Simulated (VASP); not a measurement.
Runs of VASP 6.6.1 on Tc. The structure is that of space group P6_3/mmc (No. 194), or close to it. The cells are those of the table. 

| task | level | potentials or basis | cell | cutoff (eV) | gap on the mesh (eV) | pressure (GPa) | relaxed volume (Å³/atom) |
| --- | --- | --- | --- | --- | --- | --- | --- |
| single point | LDA | VASP PAW LDA potentials, release 64 (Tc_pv) | a = 2.708, b = 2.708, c = 4.334 Å, angles 90.0, 90.0, 120.0°, 2 atoms | 520 | none | 0.0 | - |
| single point | r2SCAN+rVV10 | VASP PAW PBE potentials, release 64 (Tc_pv) | a = 2.728, b = 2.728, c = 4.374 Å, angles 90.0, 90.0, 120.0°, 2 atoms | 520 | none | 1.1 | - |
| relaxation of cell and atoms | PBE+D4 | VASP PAW PBE potentials, release 64 (Tc_pv) | relaxed from a = 2.740, b = 2.740, c = 4.398 Å, angles 90.0, 90.0, 120.0°, 2 atoms | 600 | none | -0.1 | (b) |
| single point | PBE+D4 | VASP PAW PBE potentials, release 64 (Tc_pv) | a = 2.731, b = 2.731, c = 4.375 Å, angles 90.0, 90.0, 120.0°, 2 atoms | 520 | none | (a) | - |
| single point | r2SCAN+D4 | VASP PAW PBE potentials, release 64 (Tc_pv) | a = 2.729, b = 2.729, c = 4.375 Å, angles 90.0, 90.0, 120.0°, 2 atoms | 520 | none | 0.6 | - |
| relaxation of cell and atoms | LDA | VASP PAW LDA potentials, release 64 (Tc_pv) | relaxed from a = 2.740, b = 2.740, c = 4.398 Å, angles 90.0, 90.0, 120.0°, 2 atoms | 600 | none | -0.1 | 13.77 |

Alike in all rows: no spin polarisation; k mesh 14 × 14 × 8; smearing methfessel-paxton 0.1 eV.

Task: Fill in the values left out.

Result: (a) -0.7; (b) 14.11.

Caveats: the PAW data sets were made with another functional, which shifts forces and pressure a little (at least some runs).

A k mesh can miss the band edges, and the runs leave out spin-orbit coupling on Tc.

A gap of «none» marks levels without a gap at the run's occupations.
